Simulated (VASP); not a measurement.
Wanted: the native input for a VASP 6.6.1 run.

```yaml
Task: relaxation of cell and atoms
Functional: PBEsol
Potentials_or_basis: VASP PAW PBE potentials, release 64 (Hf_pv, O)
Cutoff: 600 eV
k_mesh: 4 × 4 × 4
Occupations: gaussian, width 0.01 eV
Spin: no spin polarisation
Dipole_correction: no
Further_INCAR_settings: ALGO = Normal; EDIFF = 1e-07; IBRION = 2; EDIFFG = -0.004; NSW = 100; ISIF = 3
```

The structure of HfO2 lies in POSCAR:

```
HfO2
1.0
    5.0897536228      0.0354122775      0.0354122775
    0.0354122775      5.0897536228      0.0354122775
    0.0354122775      0.0354122775      5.0897536228
Hf O
4 8
Direct
    0.9946953456      0.9946953456      0.9946953456
    0.0143418354      0.4853087096      0.4807818921
    0.4807818921      0.0143418354      0.4853087096
    0.4853087096      0.4807818921      0.0143418354
    0.2341402503      0.2341402503      0.2341402503
    0.2405633573      0.3218096938      0.9015137577
    0.3218096938      0.9015137577      0.2405633573
    0.3190058666      0.6764638976      0.6793615744
    0.9015137577      0.2405633573      0.3218096938
    0.6793615744      0.3190058666      0.6764638976
    0.6764638976      0.6793615744      0.3190058666
    0.6457551028      0.6457551028      0.6457551028
```

The input as run:

INCAR

```
SYSTEM = HfO2
  ALGO = Normal
  EDIFF = 1E-7
  EDIFFG = -0.004
  ENCUT = 600
  GGA = PS
  IBRION = 2
  ISIF = 3
  ISMEAR = 0
  LASPH = .TRUE.
  LCHARG = .FALSE.
  LREAL = .FALSE.
  LWAVE = .FALSE.
  NELM = 100
  NSW = 100
  PREC = Accurate
  SIGMA = 0.01
```

KPOINTS

```
k-points
0
G
  4 4 4
  0 0 0
```

Potentials or basis: VASP PAW PBE potentials, release 64 (Hf_pv, O).

Run with:

```sh
$ cat potpaw_PBE.64/Hf_pv/POTCAR potpaw_PBE.64/O/POTCAR > POTCAR
$ mpirun -np 1 vasp_std > vasp.out
```

Results of the run:

| Property | Result |
| --- | --- |
| Relaxed volume | 10.68 Å³/atom |
| Relaxed cell | a = 5.042 Å, b = 5.042 Å, c = 5.042 Å, α = 90.01°, β = 90.01°, γ = 90.01° |
| Space group after relaxing (to 0.1 Å) | P-43m (No. 215) |
| Energy gained by relaxing | 2952.8 meV/atom |
| Ionic steps | 60 |
| Pressure after relaxing | 0.0 GPa |
| Largest force after relaxing | 0.004 eV/Å |
| Band gap on the k mesh | 4.36 eV (least direct gap 4.42 eV) |

Caveat: the PAW data sets were made with another functional, which shifts forces and pressure a little; spin-orbit coupling is left out, which moves the levels of the heavy elements.

Run time: 46 min on 1 thread of Intel(R) Xeon(R) 6975P-C (Granite Rapids) (shared host), peak memory 0.35 GiB.
